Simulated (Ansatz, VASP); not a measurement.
# W3O4: VASP beside Ansatz

```
W O
1.0
     4.28406    0.00000    0.00000
     0.00000    4.28406    0.00000
     0.00000    0.00000    4.28406
W O
3 4
Direct
  0.50000 0.50000 0.00000
  0.00000 0.50000 0.50000
  0.50000 0.00000 0.50000
  0.50000 0.50000 0.50000
  0.50000 0.00000 0.00000
  0.00000 0.50000 0.00000
  0.00000 0.00000 0.50000
```

Change from the starting cell: species swapped into the W3N4 type (Pm-3m, No. 221).

Alike in both runs: functional PBE; k mesh 10 × 10 × 10; occupations gaussian, width 0.1 eV; no spin polarisation.

Ansatz relaxed the structure, and its values are those at the end. VASP's run is a single point on that final structure, the one shown.

|  | VASP | Ansatz |
| --- | --- | --- |
| version | VASP 6.6.1 | Ansatz 0.2.0 |
| potentials or method | VASP PAW PBE potentials, release 64 (W_sv, O), cutoff 520 eV | scalar-relativistic, plane waves, PAW |
| valence electrons in the cell | 66 | 66 |

Ansatz gave:

| Property | Result |
| --- | --- |
| gap on the k mesh at the Fermi level (eV) | none |
| pressure (GPa) | 0.0 |

Q: Estimate VASP's values.

A: gap on the k mesh at the Fermi level (eV): none; pressure (GPa): 1.6.

A gap of «none» marks a metal or a gap that the smearing closes. With one functional, cell and mesh, what is left measures potentials, basis and numerics.

Spin-orbit coupling is off throughout.
